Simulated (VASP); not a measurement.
Runs of VASP 6.6.1 on Cu. The structure is that of space group P6_3/mmc (No. 194), or close to it. The cells are those of the table. This isn't the form of Cu at room conditions, which is fcc.

```csv
cell,gap on the mesh (eV),pressure (GPa)
"a = 2.656, b = 2.656, c = 8.264 Å, angles 90.0, 90.0, 120.0°, 4 atoms",none,-11.5
"a = 2.656, b = 2.656, c = 7.851 Å, angles 90.0, 90.0, 120.0°, 4 atoms",none,-4.5
"a = 2.656, b = 2.656, c = 8.677 Å, angles 90.0, 90.0, 120.0°, 4 atoms",none,(a)
"a = 2.529, b = 2.529, c = 8.677 Å, angles 90.0, 90.0, 120.0°, 4 atoms",none,-6.1
```

Alike in all rows: task single point; level r2SCAN; potentials or basis VASP PAW PBE potentials, release 64 (Cu); no spin polarisation; k mesh 24 × 24 × 6; cutoff (eV) 520; smearing gaussian 0.15 eV.

Problem. Estimate the missing entries.

Solution. (a) -15.8.

Caveats: the PAW data sets were made with another functional, which shifts forces and pressure a little; the stress differs along the axes, from -14 to -7 GPa (at least some runs); the stress differs along the axes, from -9 to 5 GPa (at least some runs); the cell stands under tension (at least some runs); the stress differs along the axes, from -11 to -3 GPa (at least some runs).

A gap of «none» marks levels without a gap at the run's occupations.
